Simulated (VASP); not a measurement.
# LiF (P1) in VASP: a series of runs, part 2 of 2

VASP 6.6.1. Earlier steps stand in the parts before.

## 3. Relaxation of cell and atoms, PBE

The input, INCAR:

```
SYSTEM = LiF
ALGO = Normal
EDIFF = 1E-6
EDIFFG = -0.04
ENCUT = 600
GGA = PE
IBRION = 2
ISIF = 3
ISMEAR = 0
LASPH = .TRUE.
LCHARG = .FALSE.
LREAL = .FALSE.
LWAVE = .FALSE.
NELM = 80
NSW = 90
PREC = Accurate
SIGMA = 0.1
```

The input, KPOINTS:

```
k-points
0
G
  6 6 4
  0 0 0
```

The input, POSCAR:

```
LiF
1.0
    3.3381930700      0.0000000000      0.0000000000
   -1.6690965300      2.8909600000      0.0000000000
    0.0000000000      0.0000000000      4.9080102700
Li F
3 3
Direct
    0.4986685000      0.8358859400      0.6738170100
    0.5743802200      0.2454604700      0.2345866100
    0.7545395300      0.3289197600      0.9012532800
    0.1641140600      0.6627825600      0.3404836700
    0.3372174400      0.5013315000      0.0071503400
    0.6710802400      0.4256197800      0.5679199500
```

Potentials or basis: VASP PAW PBE potentials, release 64 (Li_sv, F).

Started as:

```console
$ cat potpaw_PBE.64/Li_sv/POTCAR potpaw_PBE.64/F/POTCAR > POTCAR
$ mpirun -np 1 vasp_std > vasp.out
```

OUTCAR:

```text
SYSTEM = LiF
   EDIFF = 1E-6
   EDIFFG = -0.04
   ENCUT = 600
   GGA = PE
   IBRION = 2
   ISIF = 3
   ISMEAR = 0
   LASPH = .TRUE.
   LREAL = .FALSE.
   NELM = 80
   NSW = 90
   PREC = Accurate

 ion  position               nearest neighbor table
   1  0.499  0.836  0.674-   6 1.81   3 1.81   6 1.83   5 1.90   4 1.90   3 2.47   2 2.50   3 2.51

   2  0.574  0.245  0.235-   3 1.72   6 1.72   4 1.81   5 1.81   4 1.83   1 2.50
   3  0.755  0.329  0.901-   6 1.72   2 1.72   5 1.81   1 1.81   5 1.83   1 2.47   1 2.51
   4  0.164  0.663  0.340-   2 1.81   6 1.81   2 1.83   5 1.90   1 1.90
   5  0.337  0.501  0.007-   3 1.81   2 1.81   3 1.83   4 1.90   1 1.90
   6  0.671  0.426  0.568-   3 1.72   2 1.72   1 1.81   4 1.81   1 1.83

  LATTYP: Found a hexagonal cell.
 ALAT       =     3.3381930700
 C/A-ratio  =     1.4702595587

  Lattice vectors:

 A1 = (   3.3381930700,   0.0000000000,   0.0000000000)
[... 190 lines left out ...]

 val. band max:        3.4497988199   @ k =   0.5000   0.0000   0.5000
 cond. band min:       6.3789294104   @ k =   0.0000   0.0000   0.0000
 fundamental gap:      2.9291305906
 Fermi energy:         4.0289726868
[... 1179 lines left out ...]
     18       9.3298      0.00000
     19      11.0847      0.00000

 [... further k-points ...]

[... ionic steps 4 to 23 ...]

--------------------------------------- Ionic step       24  -------------------------------------------

 number of electron      30.0000016 magnetization

------------------------ aborting loop because EDIFF is reached ----------------------------------------
[... 75 lines left out ...]
--------------------------------------- Ionic step       26  -------------------------------------------

 number of electron      30.0000012 magnetization

 Free energy of the ion-electron system (eV)
  ---------------------------------------------------
  ext. energy  EPLUGINS =         0.00000000
  ---------------------------------------------------
  free energy    TOTEN  =       -28.47655455 eV

  energy without entropy =      -28.47655455  energy(sigma->0) =      -28.47655455

 E-fermi :  -0.7666     XC(G=0):  -9.3844

 val. band max:       -1.3006335027   @ k =   0.3333  -0.1667   0.2500
 cond. band min:       6.6013149903   @ k =   0.0000   0.0000   0.0000
 fundamental gap:      7.9019484930
 Fermi energy:        -0.7666058689
[... 561 lines left out ...]
  FREE ENERGIE OF THE ION-ELECTRON SYSTEM (eV)
  ---------------------------------------------------
  free  energy   TOTEN  =       -28.4765545469 eV

  energy  without entropy=      -28.4765545469  energy(sigma->0) =      -28.47655455

 reached required accuracy - stopping structural energy minimisation
```

OSZICAR:

```text
N       E                     dE             d eps       ncg     rms          rms(c)
DAV:   1     0.263119064893E+03    0.26312E+03   -0.18515E+04  2896   0.197E+03
DAV:   2    -0.368550709002E+01   -0.26680E+03   -0.25823E+03  3639   0.461E+02
DAV:   3    -0.230158557853E+02   -0.19330E+02   -0.19236E+02  4657   0.107E+02
DAV:   4    -0.246608983102E+02   -0.16450E+01   -0.16405E+01  4351   0.245E+01
[... 243 lines left out ...]
DAV:   2    -0.284768284781E+02   -0.24882E-02   -0.32820E-02  3418   0.166E+00    0.161E-01
DAV:   3    -0.284766121515E+02    0.21633E-03   -0.12583E-03  4725   0.321E-01    0.709E-02
DAV:   4    -0.284765524732E+02    0.59678E-04   -0.15275E-04  3530   0.140E-01    0.112E-02
DAV:   5    -0.284765544950E+02   -0.20218E-05   -0.21860E-05  3437   0.498E-02    0.621E-03
DAV:   6    -0.284765545469E+02   -0.51921E-07   -0.96382E-07  2223   0.112E-02
  26 F= -.28476555E+02 E0= -.28476555E+02  d E =-.941967E-03
```

CONTCAR:

```text
LiF
   1.00000000000000
     3.5902040638336912    0.0130286006538624   -0.4602686031159839
    -1.7987085570441304    2.5555758484436448    0.2407677318854277
    -0.6881553705267850   -0.0122327066596846    5.9235595180892364
  Li              F
     3     3
Direct
     0.3194649330285810    0.6412775417865662    0.6214015701151211
     0.5200763352821893    0.3775619420242076    0.2854108318050121
     0.8558164497808807    0.3700630799706986    0.9559748844335125
     0.1381918319858925    0.6181721738751518    0.2847854902954628
     0.4746721217960350    0.6086143387464003    0.9565476418489327
     0.6917783181264346    0.3843109335969627    0.6210904415019556

  0.00000000E+00  0.00000000E+00  0.00000000E+00
  0.00000000E+00  0.00000000E+00  0.00000000E+00
  0.00000000E+00  0.00000000E+00  0.00000000E+00
  0.00000000E+00  0.00000000E+00  0.00000000E+00
  0.00000000E+00  0.00000000E+00  0.00000000E+00
  0.00000000E+00  0.00000000E+00  0.00000000E+00
```

Wall time 9 min (1 thread of Intel Xeon 6975P-C (Granite Rapids), shared host); peak memory 0.21 GiB.

What came out:

| Quantity | Value |
| --- | --- |
| Free energy | -28.4766 eV |
| Relaxed volume | 8.95 Å³/atom |
| Relaxed cell | a = 3.620 Å, b = 3.134 Å, c = 5.963 Å, α = 81.90°, β = 103.93°, γ = 125.17° |
| Space group after relaxing (to 0.1 Å) | C2 (No. 5) |
| Energy gained by relaxing | 1111.4 meV/atom |
| Ionic steps | 26 |
| Pressure after relaxing | -0.1 GPa |
| Largest force after relaxing | 0.036 eV/Å |
| Band gap on the k mesh | 7.90 eV (least direct gap 7.97 eV) |

Forces in eV/Å, atoms in the order of the input:
```
Li   0.010 -0.025 -0.025
Li  -0.030  0.006  0.006
Li  -0.001  0.014  0.023
F    0.001 -0.009  0.016
F    0.015  0.020 -0.014
F    0.005 -0.006 -0.007
```

The path:
| step | energy change (eV) | largest force (eV/Å) | pressure (GPa) | volume (Å³) |
| --- | --- | --- | --- | --- |
| 1 | 0.0000 | 7.4152 | 39.76 | 47.37 |
| 2 | -4.6681 | 1.9938 | 6.25 | 61.43 |
| 3 | -4.6756 | 2.0481 | 5.73 | 62.04 |
| 4 | -5.3132 | 1.2348 | -4.77 | 66.63 |
| 5 | -5.3345 | 1.1667 | -6.63 | 67.70 |
| 6 | -5.7046 | 0.9604 | -4.30 | 64.60 |
| 7 | -5.9561 | 1.4904 | 1.81 | 59.32 |
| 8 | -6.2303 | 0.8408 | 1.52 | 57.95 |
| 9 | -6.2955 | 0.9730 | 2.01 | 56.87 |
| 10 | -6.4540 | 0.5273 | -1.53 | 57.72 |
| 11 | -6.4672 | 0.6050 | -2.67 | 58.07 |
| 12 | -6.5590 | 0.3406 | -0.87 | 56.35 |
| 13 | -6.5731 | 0.4336 | 0.34 | 55.38 |
| 14 | -6.6147 | 0.3095 | -0.37 | 55.09 |
| 15 | -6.6285 | 0.3314 | -0.87 | 54.80 |
| 16 | -6.6487 | 0.2110 | 0.48 | 53.79 |
| 17 | -6.6487 | 0.2145 | 0.52 | 53.76 |
| 18 | -6.6571 | 0.1163 | -0.20 | 54.11 |
| 19 | -6.6579 | 0.0874 | -0.50 | 54.26 |
| 20 | -6.6613 | 0.0714 | 0.17 | 53.90 |
| 21 | -6.6616 | 0.0742 | 0.41 | 53.76 |
| 22 | -6.6642 | 0.0707 | 0.09 | 53.83 |
| 23 | -6.6647 | 0.0733 | -0.14 | 53.87 |
| 24 | -6.6666 | 0.0416 | -0.06 | 53.80 |
| 25 | -6.6673 | 0.0570 | 0.03 | 53.70 |
| 26 | -6.6682 | 0.0364 | -0.06 | 53.68 |

Final structure:
```
Li F
1.0
     3.59020    0.01303   -0.46027
    -1.79871    2.55558    0.24077
    -0.68816   -0.01223    5.92356
Li F
3 3
Direct
  0.31946 0.64128 0.62140
  0.52008 0.37756 0.28541
  0.85582 0.37006 0.95597
  0.13819 0.61817 0.28479
  0.47467 0.60861 0.95655
  0.69178 0.38431 0.62109
```

Caveat: the cutoff is under 1.25 times the usual one of these potentials, so pressure, stress and relaxed cells hold a basis-set (Pulay) error; a cell axis changed by over 15 % at a fixed basis, so the end point is rough.
